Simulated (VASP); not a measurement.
# HfB (Immm) in VASP: single point with PBE

Aim: the single point of HfB with PBE.

All numbers are computed with VASP 6.6.1; they aren't measurements. Logs are shortened: lines on timing, memory, paths and dates and some standing lists are left out, and cuts for length are marked.

## (1) The cell of the first run

The typed cell holds 2 atoms: a = 3.271 Å, b = 3.267 Å, c = 3.267 Å, α = 59.92°, β = 59.96°, γ = 59.96°.

## (2) Single point, PBE (strain +0.0025 x Voigt [0, 0, 0, 1, 0, 0])

Input file INCAR:

```
SYSTEM = HfB
PREC = Accurate
ENCUT = 520
EDIFF = 1E-6
ISMEAR = 0
SIGMA = 0.15
LREAL = .False.
LASPH = .True.
NELM = 100
ALGO = Normal
ISIF = 2
LWAVE = .False.
LCHARG = .False.
GGA = PE
NBANDS = 14
```

Input file KPOINTS:

```
regular mesh
0
Gamma
  18 18 18
  0 0 0
```

Input file POSCAR:

```
HfB
1.0
    0.0000000000      2.3128875000      2.3128875000
    2.3100000000      0.0028875000      2.3100000000
    2.3100000000      2.3100000000      0.0028875000
Hf B
1 1
Direct
    0.5000000000      0.5000000000      0.5000000000
    0.0000000000      0.0000000000      0.0000000000
```

Potentials or basis: VASP PAW PBE potentials, release 64 (Hf_pv, B).

Run with:

```console
cat potpaw_PBE.64/Hf_pv/POTCAR potpaw_PBE.64/B/POTCAR > POTCAR
mpirun -np 1 vasp_std > vasp.out
```

OUTCAR:

```text
SYSTEM = HfB
   PREC = Accurate
   ENCUT = 520
   EDIFF = 1E-6
   ISMEAR = 0
   LREAL = .False.
   LASPH = .True.
   NELM = 100
   ISIF = 2
   GGA = PE

 ion  position               nearest neighbor table
   1  0.500  0.500  0.500-   2 2.31   2 2.31   2 2.31   2 2.31   2 2.31   2 2.31
   2  0.000  0.000  0.000-   1 2.31   1 2.31   1 2.31   1 2.31   1 2.31   1 2.31

  LATTYP: Found a body centered orthorhombic cell.
 ALAT       =     3.2627497874
 B/A-ratio  =     1.0025031289
 C/A-ratio  =     1.4159835418

  Lattice vectors:

 A1 = (  -2.3100000000,   2.3100000000,   0.0028875000)
 A2 = (  -2.3100000000,  -2.3100000000,  -0.0028875000)
 A3 = (   2.3100000000,   0.0028875000,   2.3100000000)

Analysis of symmetry for initial positions (statically):
=====================================================================
 Subroutine PRICEL returns:
 Original cell was already a primitive cell.

 Routine SETGRP: Setting up the symmetry group for a
 body centered orthorhombic supercell.

 Subroutine GETGRP returns: Found  8 space group operations
 (whereof  8 operations were pure point group operations)
 out of a pool of  8 trial point group operations.

The static configuration has the point symmetry D_2h.

Analysis of symmetry for dynamics (positions and initial velocities):
=====================================================================
 Subroutine PRICEL returns:
 Original cell was already a primitive cell.

 Routine SETGRP: Setting up the symmetry group for a
 body centered orthorhombic supercell.

 Subroutine GETGRP returns: Found  8 space group operations
 (whereof  8 operations were pure point group operations)
 out of a pool of  8 trial point group operations.

The dynamic configuration has the point symmetry D_2h.

 Subroutine INISYM returns: Found  8 space group operations
 (whereof  8 operations are pure point group operations),
 and found     1 'primitive' translations

----------------------------------------------------------------------------------------

                                     Primitive cell

  volume of cell :      24.6527

  direct lattice vectors                    reciprocal lattice vectors
     0.000000000  2.312887500  2.312887500    -0.216450216  0.216179991  0.216179991
     2.310000000  0.002887500  2.310000000     0.216450216 -0.216721118  0.216721118
     2.310000000  2.310000000  0.002887500     0.216450216  0.216721118 -0.216721118

  length of vectors
     3.270916871  3.266834605  3.266834605     0.374590808  0.375215647  0.375215647

  position of ions in fractional coordinates (direct lattice)
     0.500000000  0.500000000  0.500000000
     0.000000000  0.000000000  0.000000000

  ion indices of the primitive-cell ions
   primitive index   ion index
                 1           1
                 2           2

----------------------------------------------------------------------------------------

 KPOINTS: regular mesh

Automatic generation of k-mesh.
 Grid dimensions read from file:
 generate k-points for:   18   18   18

 Generating k-lattice:

  Cartesian coordinates                     Fractional coordinates (reciprocal lattice)
    -0.012025012  0.012010000  0.012010000     0.055555556 -0.000000000 -0.000000000
     0.012025012 -0.012040062  0.012040062     0.000000000  0.055555556 -0.000000000
     0.012025012  0.012040062 -0.012040062     0.000000000 -0.000000000  0.055555556

  Length of vectors
     0.020810600  0.020845314  0.020845314

  Shift w.r.t. Gamma in fractional coordinates (k-lattice)
     0.000000000  0.000000000  0.000000000

 Subroutine IBZKPT returns following result:
 ===========================================

 Found    865 irreducible k-points:

 Following reciprocal coordinates:
            Coordinates               Weight
  0.000000  0.000000  0.000000      1.000000
  0.055556 -0.000000 -0.000000      4.000000
  0.111111 -0.000000 -0.000000      4.000000
  0.166667 -0.000000 -0.000000      4.000000
  0.222222  0.000000  0.000000      4.000000
  0.277778  0.000000 -0.000000      4.000000
[... 16 lines left out ...]
 -0.333333  0.055556 -0.000000      8.000000
 -0.277778  0.055556 -0.000000      8.000000
 [... further k-points ...]
   k-points           NKPTS =    865   k-points in BZ     NKDIM =    865   number of bands    NBANDS=     14
   number of dos      NEDOS =    301   number of ions     NIONS =      2
   total plane-waves  NPLWV =  13824
   dimension x,y,z NGX =    24 NGY =   24 NGZ =   24
   dimension x,y,z NGXF=    48 NGYF=   48 NGZF=   48
   ions per type =               1   1
   NGX,Y,Z   is equivalent  to a cutoff of  12.20, 12.21, 12.21 a.u.
   NGXF,Y,Z  is equivalent  to a cutoff of  24.40, 24.43, 24.43 a.u.
 SYSTEM =  HfB
   PREC   = accura    normal or accurate (medium, high low for compatibility)
   ISTART =      0    job   : 0-new  1-cont  2-samecut
   ICHARG =      2    charge: 1-file 2-atom 10-const
   ISPIN  =      1    spin polarized calculation?
   LNONCOLLINEAR =      F non collinear calculations
   LSORBIT =      F    spin-orbit coupling
   LASPH  =      T    aspherical Exc in radial PAW
   ENCUT  =  520.0 eV  38.22 Ry    6.18 a.u.   6.08  6.07  6.07*2*pi/ulx,y,z
   NELM   =    100;   NELMIN=  2; NELMDL= -5     # of ELM steps
   EDIFF  = 0.1E-05   stopping-criterion for ELM
   LREAL  =      F    real-space projection
   EDIFFG = 0.1E-04   stopping-criterion for IOM
   NSW    =      0    number of steps for IOM
   IBRION =     -1    ionic relax: 0-MD 1-quasi-New 2-CG
   NFREE  =      0    steps in history (QN), initial steepest desc. (CG)
   ISIF   =      2    stress and relaxation
   ISYM   =      2    0-nonsym 1-usesym 2-fastsym
   POTIM  = 0.5000    time-step for ionic-motion
   TEBEG  =    0.0;   TEEND  =   0.0 temperature during run
   PSTRESS=    0.0 pullay stress
   NELECT =      13.0000    total number of electrons
   NUPDOWN=      -1.0000    fix difference up-down
   EMIN   =  10.00;   EMAX   =-10.00  energy-range for DOS
   EFERMI =   0.00;   METHOD = LEGACY
   ISMEAR =     0;   SIGMA  =   0.15  broadening in eV -4-tet -1-fermi 0-gaus
   EFERMI_NEDOS =   21; number of points for ismear=-14 and -15
   IALGO  =     38    algorithm
   IMIX   =      4    mixing-type and parameters
     AMIX     =   0.40;   BMIX     =  1.00
     AMIX_MAG =   1.60;   BMIX_MAG =  1.00
  volume/ion in A,a.u.               =      12.33        83.18
  Fermi-wavevector in a.u.,A,eV,Ry     =   1.322617  2.499384 23.800896  1.749316
  Thomas-Fermi vector in A             =   2.452285
   LORBIT       =      0    0 simple, 1 ext, 2 COOP (PROOUT), +10 PAW based schemes
   GGA     = PE    functional components
   LHFCALC =     F    Hartree Fock is set to
   AEXX    =    0.0000 exact exchange contribution
   IVDW    =     0    specifies the selected vdW correction
   LEPSILON=     F    determine dielectric tensor
   LRPA    =     F    only Hartree local field effects (RPA)
 non-spin polarized calculation
 Gauss-broadening in eV      SIGMA  =   0.15
  energy-cutoff  :      520.00
  volume of cell :       24.65
 maximum number of plane-waves:       680
   NGX = 13   NGY = 13   NGZ = 13

 number of electron      13.0000002 magnetization

 Free energy of the ion-electron system (eV)
  ---------------------------------------------------
  ext. energy  EPLUGINS =         0.00000000
  ---------------------------------------------------
  free energy    TOTEN  =       -17.15653884 eV

  energy without entropy =      -17.14491264  energy(sigma->0) =      -17.15072574

 E-fermi :   5.1343     XC(G=0): -12.3028

 val. band max:        5.1308048349   @ k =  -0.2222   0.1667   0.1667
 cond. band min:       5.1400533567   @ k =   0.0000  -0.3889   0.3333
 fundamental gap:      0.0092485219
 Fermi energy:         5.1343427658

 k-point     1 :       0.0000    0.0000    0.0000
  band No.  band energies     occupation
      1     -23.1733      2.00000
      2     -23.1713      2.00000
      3     -23.1694      2.00000
      4      -4.4469      2.00000
      5       7.3082      0.00000
      6       7.3273      0.00000
      7       7.3467      0.00000
      8       9.0748      0.00000
      9       9.0853      0.00000
     10       9.0959      0.00000
     11       9.3538      0.00000
     12       9.3538      0.00000
     13      16.8021      0.00000
     14      18.1394      0.00000

 k-point     2 :       0.0556   -0.0000   -0.0000
  band No.  band energies     occupation
      1     -23.1962      2.00000
      2     -23.1743      2.00000
      3     -23.1717      2.00000
      4      -4.3568      2.00000
      5       6.9744      0.00000
      6       7.2711      0.00000
      7       7.2974      0.00000
      8       8.3154      0.00000
      9       8.3235      0.00000
     10       9.2728      0.00000
     11      10.3501      0.00000
     12      10.3556      0.00000
     13      17.0339      0.00000
     14      18.2430      0.00000

 k-point     3 :       0.1111   -0.0000   -0.0000
  band No.  band energies     occupation
      1     -23.2636      2.00000
      2     -23.1810      2.00000
      3     -23.1786      2.00000
      4      -4.0927      2.00000
      5       6.2442      0.00000
      6       6.8173      0.00000
      7       6.8391      0.00000
      8       8.0692      0.00000
      9       8.0830      0.00000
     10       9.6029      0.00000
     11      11.5848      0.00000
     12      11.5894      0.00000
     13      17.6932      0.00000
     14      18.5185      0.00000

 k-point     4 :       0.1667   -0.0000   -0.0000
  band No.  band energies     occupation
      1     -23.3650      2.00000
      2     -23.1913      2.00000
      3     -23.1890      2.00000
      4      -3.6712      2.00000
      5       5.3991      0.01257
      6       6.0858      0.00000
      7       6.1052      0.00000
      8       8.3556      0.00000
      9       8.3737      0.00000
     10       9.8890      0.00000
     11      12.9018      0.00000
     12      12.9049      0.00000
     13      18.6138      0.00000
     14      18.8962      0.00000

 k-point     5 :       0.2222    0.0000    0.0000
  band No.  band energies     occupation
      1     -23.4866      2.00000
      2     -23.2038      2.00000
      3     -23.2018      2.00000
      4      -3.1186      2.00000
      5       4.5407      2.00000
      6       5.3971      0.01322
      7       5.4163      0.00785
      8       8.8532      0.00000
      9       8.8736      0.00000
     10      10.1483      0.00000
     11      14.2685      0.00000
[... 276 lines left out ...]
 k-point    22 :      -0.3889    0.0556    0.0000
  band No.  band energies     occupation
      1     -23.8393      2.00000
      2     -23.2646      2.00000
      3     -23.2389      2.00000
      4      -0.7204      2.00000
      5       1.8719      2.00000
      6       3.9201      2.00000
      7       4.0318      2.00000
      8      10.8043      0.00000
      9      11.0917      0.00000
     10      11.9788      0.00000
     11      15.2576      0.00000
     12      17.5578      0.00000
     13      19.1807      0.00000
     14      20.3080      0.00000

 k-point    23 :      -0.3333    0.0556   -0.0000
  band No.  band energies     occupation
      1     -23.7587      2.00000
      2     -23.2582      2.00000
      3     -23.2263      2.00000
      4      -1.4520      2.00000
      5       2.6067      2.00000
      6       4.1644      2.00000
      7       4.3269      2.00000
      8      10.0809      0.00000
      9      10.5500      0.00000
     10      11.4274      0.00000
     11      16.5045      0.00000
     12      16.5417      0.00000
     13      18.1373      0.00000
     14      20.3061      0.00000

 k-point    24 :      -0.2778    0.0556   -0.0000
  band No.  band energies     occupation
      1     -23.6520      2.00000
      2     -23.2474      2.00000
      3     -23.2122      2.00000
      4      -2.1727      2.00000
      5       3.3842      2.00000
      6       4.5409      2.00000
      7       4.7297      1.99986
      8       9.3555      0.00000
      9      10.0183      0.00000
     10      10.8888      0.00000
     11      15.2943      0.00000
     12      16.8647      0.00000
     13      17.7967      0.00000
     14      20.3028      0.00000

 [... further k-points ...]
[... 5 lines left out ...]
  --------------------------------------------------------------------------------------
  -------------------------------------------------------------------------------------
  Total        4.7229630      4.7229141      4.7229141      0.0000000     -0.0231443      0.0000000
  in kB      306.9445065    306.9413306    306.9413306      0.0000000     -1.5041417      0.0000000
  external PRESSURE =     306.9423892 kB  Pullay stress =       0.0000000 kB

 VOLUME and BASIS-vectors are now :
 -----------------------------------------------------------------------------
  energy-cutoff  :      520.00
  volume of cell :       24.65
      direct lattice vectors                 reciprocal lattice vectors
     0.000000000  2.312887500  2.312887500    -0.216450216  0.216179991  0.216179991
     2.310000000  0.002887500  2.310000000     0.216450216 -0.216721118  0.216721118
     2.310000000  2.310000000  0.002887500     0.216450216  0.216721118 -0.216721118

 POSITION                                       TOTAL-FORCE (eV/Angst)
 -----------------------------------------------------------------------------------
      2.31000      2.31289      2.31289         0.000000     -0.000000     -0.000000
      0.00000      0.00000      0.00000         0.000000      0.000000      0.000000
 -----------------------------------------------------------------------------------
    total drift:                               -0.000000     -0.000000      0.000000

  FREE ENERGIE OF THE ION-ELECTRON SYSTEM (eV)
  ---------------------------------------------------
  free  energy   TOTEN  =       -17.1565388399 eV

  energy  without entropy=      -17.1449126357  energy(sigma->0) =      -17.15072574
```

Wall time 58 s (1 thread of Intel Xeon 6975P-C (Granite Rapids), shared host); peak memory 0.4 GiB.

What came out:

| Property | Result |
| --- | --- |
| Free energy | -17.1565 eV |
| Pressure | 30.7 GPa |
| Band gap on the k mesh | zero (an odd number of electrons rules out a gap without spin polarisation) |

Levels at points of the mesh, in eV from the Fermi level:
```csv
k point,band 5,band 6,band 7,band 8,band 9,band 10
"(0.00, 0.00, 0.00)",2.17,2.19,2.21,3.94,3.95,3.96
"(0.50, 0.00, 0.00)",-4.08,-1.38,-1.36,6.51,6.54,7.58
"(0.00, 0.50, 0.00)",-4.06,-1.40,-1.38,6.53,6.55,7.60
"(0.50, 0.50, 0.00)",-1.11,-0.91,2.37,2.37,6.25,7.91
"(0.00, 0.50, 0.50)",-1.11,-0.91,2.35,2.38,6.25,7.91
```

Caveat: the cell differs from its parent crystal (strain +0.0025 x Voigt [0, 0, 0, 1, 0, 0]); the cell stands under pressure; spin-orbit coupling is left out, which moves the levels of the heavy elements.
